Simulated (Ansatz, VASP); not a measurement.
One calculation of Mg2Zn3O, two programs

```
CELL_PARAMETERS angstrom
4.43121 0.00000 0.00000
-2.21560 3.83754 0.00000
0.00000 0.00000 5.57976
ATOMIC_POSITIONS crystal
Mg 0.33333 0.66667 0.00000
Mg 0.66667 0.33333 0.00000
Zn 0.67025 0.00000 0.50000
Zn 0.00000 0.67025 0.50000
Zn 0.32975 0.32975 0.50000
O 0.00000 0.00000 0.00000
```

Alike in both runs: functional PBE; k mesh 4 × 4 × 3; occupations gaussian, width 0.2 eV; no spin polarisation.

Ansatz relaxed the structure, and its values are those at the end. VASP's run is a single point on that final structure, the one shown.

|  | VASP | Ansatz |
| --- | --- | --- |
| version | VASP 6.6.1 | Ansatz 0.2.0 |
| potentials or method | VASP PAW PBE potentials, release 64 (Mg, Zn, O), cutoff 600 eV | scalar-relativistic, plane waves, PAW |
| valence electrons in the cell | 46 | 62 |

```tsv
	VASP	Ansatz	Ansatz less VASP
gap on the k mesh at the Fermi level (eV)	none	none	-
pressure (GPa)	-0.2	-0.2	-0.03
rms of the force components (eV/Å)	0.008	0.007	-0.0010
```

A gap of «none» marks a metal or a gap that the smearing closes. VASP's potentials hold 46 valence electrons a cell and Ansatz's 62, so a difference there can come from the potentials and not from the codes.

The k mesh is coarse, so the values compare programs but aren't converged.
